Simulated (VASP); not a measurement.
# PbF2 (Fm-3m) in VASP: further runs

PbF2 is run at these levels: r2SCAN+D4, r2SCAN+rVV10, LDA; tasks: relaxation of cell and atoms, single point.

All numbers are computed with VASP 6.6.1; they aren't measurements. Logs are shortened: lines on timing, memory, paths and dates and some standing lists are left out, and cuts for length are marked.

## Step 1: The cell of the first run

The structure is cubic, space group Fm-3m (No. 225). Conventional cell: a = 5.927 Å, b = 5.927 Å, c = 5.927 Å, α = 90.00°, β = 90.00°, γ = 90.00°. Pb (site symmetry m-3m) has 8 F at 2.57 Å within 3.4 Å. F (site symmetry -43m) has 4 Pb at 2.57 Å and 6 F at 2.96 Å within 3.4 Å.

## Step 2: Relaxation of cell and atoms, r2SCAN+D4

The input, POSCAR:

```
PbF2
1.0
    0.0000000000      2.9636600000      2.9636600000
    2.9636600000      0.0000000000      2.9636600000
    2.9636600000      2.9636600000      0.0000000000
Pb F
1 2
Direct
    0.0000000000      0.0000000000      0.0000000000
    0.7500000000      0.7500000000      0.7500000000
    0.2500000000      0.2500000000      0.2500000000
```

The input, INCAR.step1:

```
PREC = Accurate ; ENCUT = 660
ISMEAR = -1 ; SIGMA = 0.05
LREAL = False ; LASPH = True
NELM = 120 ; GGA = PE
ALGO = Normal ; EDIFF = 1E-5
LWAVE = True ; LCHARG = False
GGA_COMPAT = False ; IBRION = 2
ISIF = 3 ; EDIFFG = -0.005
NELMIN = 4 ; NSW = 100
```

The input, INCAR.step2:

```
PREC = Accurate ; ENCUT = 660
EDIFF = 1E-7 ; ISMEAR = -1
SIGMA = 0.05 ; LREAL = False
LASPH = True ; NELM = 120
ALGO = Normal ; ISIF = 3
LWAVE = False ; LCHARG = False
METAGGA = R2SCAN ; LMIXTAU = True
IVDW = 13 ; VDW_S6 = 1.0
VDW_S8 = 0.6018749 ; VDW_A1 = 0.51559235
VDW_A2 = 5.77342911 ; IBRION = 2
NSW = 60 ; EDIFFG = -0.01
ISTART = 1 ; GGA_COMPAT = False
NELMIN = 4
```

The input, KPOINTS:

```
regular mesh
0
Gamma
  8 8 8
```

Potentials or basis: VASP PAW PBE potentials, release 64 (Pb_d, F).

The run is started by

```bash
> cat potpaw_PBE.64/Pb_d/POTCAR potpaw_PBE.64/F/POTCAR > POTCAR
> cp INCAR.step1 INCAR
> mpirun -np 1 vasp_std > vasp.out
> cp INCAR.step2 INCAR
> mpirun -np 1 vasp_std > vasp.out
```

OUTCAR:

```text
PREC = Accurate
   ENCUT = 660
   EDIFF = 1E-7
   ISMEAR = -1
   LREAL = False
   LASPH = True
   NELM = 120
   ISIF = 3
   METAGGA = R2SCAN
   IVDW = 13
   IBRION = 2
   NSW = 60
   EDIFFG = -0.01
   ISTART = 1
   NELMIN = 4

 ion  position               nearest neighbor table
   1  0.000  0.000  0.000-   2 2.57   2 2.57   2 2.57   3 2.57   3 2.57   3 2.57   3 2.57   2 2.57

   2  0.750  0.750  0.750-   1 2.57   1 2.57   1 2.57   1 2.57
   3  0.250  0.250  0.250-   1 2.57   1 2.57   1 2.57   1 2.57

  LATTYP: Found a face centered cubic cell.
 ALAT       =     5.9273200000

  Lattice vectors:

 A1 = (   0.0000000000,   2.9636600000,   2.9636600000)
 A2 = (   2.9636600000,   0.0000000000,   2.9636600000)
 A3 = (   2.9636600000,   2.9636600000,   0.0000000000)

Analysis of symmetry for initial positions (statically):
=====================================================================
 Subroutine PRICEL returns:
 Original cell was already a primitive cell.

 Routine SETGRP: Setting up the symmetry group for a
 face centered cubic supercell.

 Subroutine GETGRP returns: Found 48 space group operations
 (whereof 48 operations were pure point group operations)
 out of a pool of 48 trial point group operations.

The static configuration has the point symmetry O_h .

Analysis of symmetry for dynamics (positions and initial velocities):
=====================================================================
 Subroutine PRICEL returns:
 Original cell was already a primitive cell.

 Routine SETGRP: Setting up the symmetry group for a
 face centered cubic supercell.

 Subroutine GETGRP returns: Found 48 space group operations
 (whereof 48 operations were pure point group operations)
 out of a pool of 48 trial point group operations.

The dynamic configuration has the point symmetry O_h .

 Subroutine INISYM returns: Found 48 space group operations
 (whereof 48 operations are pure point group operations),
 and found     1 'primitive' translations

----------------------------------------------------------------------------------------

                                     Primitive cell

  volume of cell :      52.0613

  direct lattice vectors                    reciprocal lattice vectors
[... 662 lines left out ...]
  Total       0.03793     0.03793     0.03793    -0.00000    -0.00000    -0.00000
  in kB       1.16744     1.16744     1.16744    -0.00000    -0.00000    -0.00000
  external pressure =        1.17 kB  Pullay stress =        0.00 kB

 VOLUME and BASIS-vectors are now :
 -----------------------------------------------------------------------------
  energy-cutoff  :      660.00
  volume of cell :       52.06
      direct lattice vectors                 reciprocal lattice vectors
     0.000000000  2.963660000  2.963660000    -0.168710311  0.168710311  0.168710311
     2.963660000  0.000000000  2.963660000     0.168710311 -0.168710311  0.168710311
     2.963660000  2.963660000  0.000000000     0.168710311  0.168710311 -0.168710311

 POSITION                                       TOTAL-FORCE (eV/Angst)
 -----------------------------------------------------------------------------------
      0.00000      0.00000      0.00000         0.000000      0.000000     -0.000000
      4.44549      4.44549      4.44549        -0.000000      0.000000      0.000000
      1.48183      1.48183      1.48183         0.000000     -0.000000      0.000000
 -----------------------------------------------------------------------------------
    total drift:                                0.000000      0.000000      0.000000

  FREE ENERGIE OF THE ION-ELECTRON SYSTEM (eV)
  ---------------------------------------------------
  free  energy   TOTEN  =       -70.3667500429 eV

  energy  without entropy=      -70.3667500429  energy(sigma->0) =      -70.36675004

--------------------------------------- Ionic step        2  -------------------------------------------

 number of electron      28.0000007 magnetization

 Free energy of the ion-electron system (eV)
  ---------------------------------------------------
  ext. energy  EPLUGINS =         0.00000000
  ---------------------------------------------------
  free energy    TOTEN  =       -70.16902988 eV

  energy without entropy =      -70.16902988  energy(sigma->0) =      -70.16902988

 E-fermi :   2.6929     XC(G=0):  -9.9994

 val. band max:        1.4823202411   @ k =  -0.2500   0.5000   0.2500
 cond. band min:       6.4179689951   @ k =   0.5000   0.5000   0.0000
 fundamental gap:      4.9356487540
 Fermi energy:         2.6929291799

 k-point     1 :       0.0000    0.0000    0.0000
  band No.  band energies     occupation
      1     -20.8868      2.00000
      2     -20.3021      2.00000
      3     -13.3789      2.00000
      4     -13.3789      2.00000
      5     -13.3789      2.00000
      6     -13.3296      2.00000
[... 493 lines left out ...]
     17       9.7614      0.00000
     18      12.7041      0.00000

 [... further k-points ...]

------------------------ aborting loop because EDIFF is reached ----------------------------------------

  DFT-D4 for vdW energy calculation

  Edisp (eV):   -0.19778

  FORCE on cell =-STRESS in cart. coord.  units (eV):
  Direction    XX          YY          ZZ          XY          YZ          ZX
  --------------------------------------------------------------------------------------
  -------------------------------------------------------------------------------------
  Total       0.02989     0.02989     0.02989    -0.00000     0.00000    -0.00000
  in kB       0.91825     0.91825     0.91825    -0.00000     0.00000    -0.00000
  external pressure =        0.92 kB  Pullay stress =        0.00 kB

 VOLUME and BASIS-vectors are now :
 -----------------------------------------------------------------------------
  energy-cutoff  :      660.00
  volume of cell :       52.16
      direct lattice vectors                 reciprocal lattice vectors
     0.000000000  2.965467911  2.965467911    -0.168607456  0.168607456  0.168607456
     2.965467911 -0.000000000  2.965467911     0.168607456 -0.168607456  0.168607456
     2.965467911  2.965467911 -0.000000000     0.168607456  0.168607456 -0.168607456

 POSITION                                       TOTAL-FORCE (eV/Angst)
 -----------------------------------------------------------------------------------
      2.96547      2.96547      5.93094        -0.000000      0.000000     -0.000000
      4.44820      4.44820      4.44820        -0.000000      0.000000     -0.000000
      1.48273      1.48273      1.48273         0.000000     -0.000000      0.000000
 -----------------------------------------------------------------------------------
    total drift:                                0.000000      0.000000      0.000000

  FREE ENERGIE OF THE ION-ELECTRON SYSTEM (eV)
  ---------------------------------------------------
  free  energy   TOTEN  =       -70.3668055952 eV

  energy  without entropy=      -70.3668055952  energy(sigma->0) =      -70.36680560

 reached required accuracy - stopping structural energy minimisation
```

OSZICAR.step1:

```text
N       E                     dE             d eps       ncg     rms          rms(c)
DAV:   1     0.340962262686E+03    0.34096E+03   -0.17100E+04  1044   0.210E+03
DAV:   2     0.156210839982E+02   -0.32534E+03   -0.31287E+03  1206   0.508E+02
[... 18 lines left out ...]
   2 F= -.14352367E+02 E0= -.14352367E+02  d E =-.120848E-01
       N       E                     dE             d eps       ncg     rms          rms(c)
DAV:   1    -0.143585376700E+02   -0.61700E-02   -0.15573E-01  1320   0.576E+00    0.557E-01
DAV:   2    -0.143531119373E+02    0.54257E-02   -0.26304E-02  1104   0.166E+00    0.117E-01
DAV:   3    -0.143526322319E+02    0.47971E-03   -0.14512E-03  1328   0.606E-01    0.522E-02
DAV:   4    -0.143525624610E+02    0.69771E-04   -0.43044E-04  1212   0.313E-01    0.177E-02
DAV:   5    -0.143525700534E+02   -0.75924E-05   -0.60753E-05  1112   0.989E-02
   3 F= -.14352570E+02 E0= -.14352570E+02  d E =-.122879E-01
```

It took 2.2 min on 1 thread of Intel Xeon 6975P-C (Granite Rapids), shared host; peak memory 0.24 GiB.

What came out:

```yaml
Free_energy: -70.3668 eV
Relaxed_volume: 17.39 Å³/atom
Relaxed_cell: a = 4.194 Å, b = 4.194 Å, c = 4.194 Å, α = 60.00°, β = 60.00°, γ = 60.00°
Space_group_after_relaxing_to_0.1_Å: Fm-3m (No. 225)
Energy_gained_by_relaxing: 0.0 meV/atom
Ionic_steps: 2
Pressure_after_relaxing: 0.1 GPa
Band_gap_on_the_k_mesh: 4.94 eV (least direct gap 5.08 eV)
Dispersion_energy_per_atom: -0.066 eV
```

Final structure:
```
CELL_PARAMETERS angstrom
0.00000 2.96547 2.96547
2.96547 0.00000 2.96547
2.96547 2.96547 0.00000
ATOMIC_POSITIONS crystal
Pb 0.00000 0.00000 0.00000
F 0.75000 0.75000 0.75000
F 0.25000 0.25000 0.25000
```

Caveat: the PAW data sets were made with another functional, which shifts forces and pressure a little; spin-orbit coupling is left out, which moves the levels of the heavy elements.

## Step 3: Relaxation of cell and atoms, r2SCAN+rVV10

POSCAR is that of step 2.

The input, INCAR.step1:

```
SYSTEM = PbF2
PREC     = Accurate       ! precision mode
ENCUT    = 660            ! plane-wave cutoff, eV
ISMEAR   = -1             ! smearing method
SIGMA    = 0.05           ! smearing width, eV
LREAL    = .False.        ! projectors in reciprocal space
LASPH    = .True.         ! aspherical terms in the spheres
NELM     = 120            ! most SCF steps
GGA      = PE             ! functional
ALGO     = Normal         ! electronic algorithm
EDIFF    = 1E-5           ! SCF threshold, eV
LWAVE    = .True.         ! write WAVECAR
LCHARG   = .False.        ! write CHGCAR
GGA_COMPAT= .False.      
IBRION   = 2              ! ionic algorithm
ISIF     = 3              ! what is computed and relaxed
EDIFFG   = -0.005         ! ionic threshold
NELMIN   = 4            
NSW      = 100            ! ionic steps
```

The input, INCAR.step2:

```
SYSTEM = PbF2
PREC     = Accurate       ! precision mode
ENCUT    = 660            ! plane-wave cutoff, eV
EDIFF    = 1E-7           ! SCF threshold, eV
ISMEAR   = -1             ! smearing method
SIGMA    = 0.05           ! smearing width, eV
LREAL    = .False.        ! projectors in reciprocal space
LASPH    = .True.         ! aspherical terms in the spheres
NELM     = 120            ! most SCF steps
ALGO     = Normal         ! electronic algorithm
ISIF     = 3              ! what is computed and relaxed
LWAVE    = .False.        ! write WAVECAR
LCHARG   = .False.        ! write CHGCAR
METAGGA  = R2SCAN         ! meta-GGA
LMIXTAU  = .True.       
LUSE_VDW = .True.       
IVDW_NL  = 2            
BPARAM   = 11.95        
CPARAM   = 0.0093       
IBRION   = 2              ! ionic algorithm
NSW      = 60             ! ionic steps
EDIFFG   = -0.01          ! ionic threshold
ISTART   = 1            
GGA_COMPAT= .False.      
NELMIN   = 4
```

The input, KPOINTS:

```
Automatic mesh
0
Gamma
  8 8 8
  0 0 0
```

Potentials or basis: VASP PAW PBE potentials, release 64 (Pb_d, F).

The run is started by

```bash
> cat potpaw_PBE.64/Pb_d/POTCAR potpaw_PBE.64/F/POTCAR > POTCAR
> cp INCAR.step1 INCAR
> mpirun -np 1 vasp_std > vasp.out
> cp INCAR.step2 INCAR
> mpirun -np 1 vasp_std > vasp.out
```

OUTCAR:

```text
SYSTEM = PbF2
   PREC = Accurate
   ENCUT = 660
   EDIFF = 1E-7
   ISMEAR = -1
   LREAL = .False.
   LASPH = .True.
   NELM = 120
   ISIF = 3
   METAGGA = R2SCAN
   IVDW_NL = 2
   BPARAM = 11.95
   IBRION = 2
   NSW = 60
   EDIFFG = -0.01
   ISTART = 1
   NELMIN = 4

 ion  position               nearest neighbor table
   1  0.000  0.000  0.000-   2 2.57   2 2.57   2 2.57   3 2.57   3 2.57   3 2.57   3 2.57   2 2.57

   2  0.750  0.750  0.750-   1 2.57   1 2.57   1 2.57   1 2.57
   3  0.250  0.250  0.250-   1 2.57   1 2.57   1 2.57   1 2.57

  LATTYP: Found a face centered cubic cell.
 ALAT       =     5.9273200000

  Lattice vectors:

 A1 = (   0.0000000000,   2.9636600000,   2.9636600000)
 A2 = (   2.9636600000,   0.0000000000,   2.9636600000)
 A3 = (   2.9636600000,   2.9636600000,   0.0000000000)

Analysis of symmetry for initial positions (statically):
=====================================================================
 Subroutine PRICEL returns:
[... 178 lines left out ...]

  FORCE on cell =-STRESS in cart. coord.  units (eV):
  Direction    XX          YY          ZZ          XY          YZ          ZX
  --------------------------------------------------------------------------------------
  -------------------------------------------------------------------------------------
  Total       -0.4650364     -0.4650364     -0.4650364     -0.0000000     -0.0000000      0.0000000
  in kB      -14.3114103    -14.3114103    -14.3114103     -0.0000000     -0.0000000      0.0000000
  external PRESSURE =     -14.3114103 kB  Pullay stress =       0.0000000 kB
[... 61 lines left out ...]
--------------------------------------- Ionic step        3  -------------------------------------------

 number of electron      28.0000010 magnetization

 Free energy of the ion-electron system (eV)
  ---------------------------------------------------
  ext. energy  EPLUGINS =         0.00000000
  ---------------------------------------------------
  free energy    TOTEN  =       -69.26472278 eV

  energy without entropy =      -69.26472278  energy(sigma->0) =      -69.26472278

 E-fermi :   2.9170     XC(G=0): -10.1973

 val. band max:        1.7306849019   @ k =  -0.2500   0.5000   0.2500
 cond. band min:       6.6101836106   @ k =   0.5000   0.5000   0.0000
 fundamental gap:      4.8794987088
 Fermi energy:         2.9169575602

 k-point     1 :       0.0000    0.0000    0.0000
  band No.  band energies     occupation
      1     -20.8205      2.00000
      2     -20.1991      2.00000
      3     -13.1433      2.00000
      4     -13.1433      2.00000
      5     -13.1433      2.00000
      6     -13.0834      2.00000
[... 481 lines left out ...]
      5     -13.0569      2.00000
      6     -13.0259      2.00000
[... 10 lines left out ...]
     17      10.0372      0.00000
     18      12.7748      0.00000

 [... further k-points ...]

------------------------ aborting loop because EDIFF is reached ----------------------------------------

  FORCE on cell =-STRESS in cart. coord.  units (eV):
  Direction    XX          YY          ZZ          XY          YZ          ZX
  --------------------------------------------------------------------------------------
  -------------------------------------------------------------------------------------
  Total        0.0002564      0.0002564      0.0002564      0.0000000      0.0000000      0.0000000
  in kB        0.0080341      0.0080341      0.0080341      0.0000000      0.0000000      0.0000000
  external PRESSURE =       0.0080341 kB  Pullay stress =       0.0000000 kB
[... 18 lines left out ...]
  FREE ENERGIE OF THE ION-ELECTRON SYSTEM (eV)
  ---------------------------------------------------
  free  energy   TOTEN  =       -69.2647227819 eV

  energy  without entropy=      -69.2647227819  energy(sigma->0) =      -69.26472278

 reached required accuracy - stopping structural energy minimisation
```

OUTCAR.step1:

```text
SYSTEM = PbF2
   PREC = Accurate
   ENCUT = 660
   ISMEAR = -1
   LREAL = .False.
   LASPH = .True.
   NELM = 120
   GGA = PE
[... 800 lines left out ...]
  -------------------------------------------------------------------------------------
  Total        0.0137938      0.0137938      0.0137938      0.0000000      0.0000000     -0.0000000
  in kB        0.4109851      0.4109851      0.4109851      0.0000000      0.0000000     -0.0000000
  external PRESSURE =       0.4109851 kB  Pullay stress =       0.0000000 kB
[... 18 lines left out ...]
  FREE ENERGIE OF THE ION-ELECTRON SYSTEM (eV)
  ---------------------------------------------------
  free  energy   TOTEN  =       -14.3525700534 eV

  energy  without entropy=      -14.3525700534  energy(sigma->0) =      -14.35257005

 reached required accuracy - stopping structural energy minimisation
```

It took 5.7 min on 1 thread of Intel Xeon 6975P-C (Granite Rapids), shared host; peak memory 0.42 GiB.

Results:

```
Free energy                           : -69.2647 eV
Relaxed volume                        : 17.04 Å³/atom
Relaxed cell                          : a = 4.166 Å, b = 4.166 Å, c = 4.166 Å, α = 60.00°, β = 60.00°, γ = 60.00°
Space group after relaxing (to 0.1 Å) : Fm-3m (No. 225)
Energy gained by relaxing             : 1.4 meV/atom
Ionic steps                           : 3
Pressure after relaxing               : 0.0 GPa
Band gap on the k mesh                : 4.88 eV (least direct gap 5.03 eV)
```

Step by step:
| step | energy change (eV) | largest force (eV/Å) | pressure (GPa) | volume (Å³) |
| --- | --- | --- | --- | --- |
| 1 | 0.0000 | 0.0000 | -1.43 | 52.06 |
| 2 | -0.0040 | 0.0000 | 0.36 | 50.90 |
| 3 | -0.0043 | 0.0000 | 0.00 | 51.12 |

Final structure:
```
Pb F
1.0
     0.00000    2.94576    2.94576
     2.94576    0.00000    2.94576
     2.94576    2.94576    0.00000
Pb F
1 2
Direct
  0.00000 0.00000 0.00000
  0.75000 0.75000 0.75000
  0.25000 0.25000 0.25000
```

Caveat: the PAW data sets were made with another functional, which shifts forces and pressure a little; spin-orbit coupling is left out, which moves the levels of the heavy elements. A k mesh can miss the band edges.

(Part 1 of 2 ends here.)
